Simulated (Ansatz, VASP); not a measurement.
**W: VASP beside Ansatz**

```
W
1.0
    -1.57729    1.57729    1.57729
     1.57729   -1.57729    1.57729
     1.57729    1.57729   -1.57729
W
1
Direct
  0.00000 0.00000 0.00000
```

Alike in both runs: functional PBEsol; k mesh 15 × 15 × 15; occupations fermi-dirac, width 0.15 eV; no spin polarisation.

Ansatz relaxed the structure, and its values are those at the end. VASP's run is a single point on that final structure, the one shown.

```csv
,VASP,Ansatz
version,VASP 6.6.1,Ansatz 0.2.0
potentials or method,"VASP PAW PBE potentials, release 64 (W_sv)","plane waves, PAW"
plane-wave cutoff (eV),500,420
valence electrons in the cell,14,14
```

Ansatz gave:

* pressure (GPa): 0.0

Which values does VASP return?

Pressure (GPa): 0.6.

VASP's potentials were made for PBE, not for PBEsol.

Spin-orbit coupling is off throughout.
